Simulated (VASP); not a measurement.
Write the native input for VASP 6.6.1 that does the following.

* Task: single point
* Functional: PBE
* Potentials or basis: VASP PAW PBE potentials, release 64 (Zr_sv, C)
* Cutoff: 520 eV
* k mesh: 8 × 8 × 12
* Occupations: gaussian, width 0.05 eV
* Spin: no spin polarisation
* Dipole correction: no
* Further INCAR settings: ALGO = Fast; EDIFF = 1e-06; NBANDS = 24

The structure of ZrC lies in POSCAR:

```
ZrC
1.0
    4.2702557583     -0.0145868932     -0.0676761300
   -0.0145868932      4.2437394146     -0.0545065338
   -0.0496473680     -0.0399861213      3.1631921460
Zr C
2 2
Direct
    0.5261353129      0.0726167435      0.1745840170
   -0.0225567302      0.4941939545      0.7123567527
    0.0059817782     -0.0307752492      0.0568477462
    0.4904396390      0.4639645512      0.0562114840
```

This cell differs from its parent crystal: atoms moved at random and the cell strained at random.

The input as run:

INCAR

```
  PREC = Accurate
  ENCUT = 520
  EDIFF = 1E-6
  ISMEAR = 0
  SIGMA = 0.05
  LREAL = F
  LASPH = T
  NELM = 80
  ALGO = Fast
  ISIF = 2
  LWAVE = F
  LCHARG = F
  GGA = PE
  NBANDS = 24
```

KPOINTS

```
regular mesh
0
Gamma
  8 8 12
```

Potentials or basis: VASP PAW PBE potentials, release 64 (Zr_sv, C).

The run is started by

```sh
$ cat potpaw_PBE.64/Zr_sv/POTCAR potpaw_PBE.64/C/POTCAR > POTCAR
$ mpirun -np 1 vasp_std > vasp.out
```

It gave:

The pressure is 15.0 GPa and the largest force is 13.423 eV/Å. The band gap on the k mesh is zero (bands 16 and 17 overlap by 0.73 eV).

Caveat: the cell differs from its parent crystal (atoms moved at random and the cell strained at random); the stress differs along the axes, from 3 to 38 GPa; forces of over 1 eV/Å act on the atoms, so gaps and moduli don't describe the material at rest.

Wall time 15 min on 1 thread of Oxide Virtual Turin-like Processor, with other jobs on the host, peak memory 0.48 GiB.
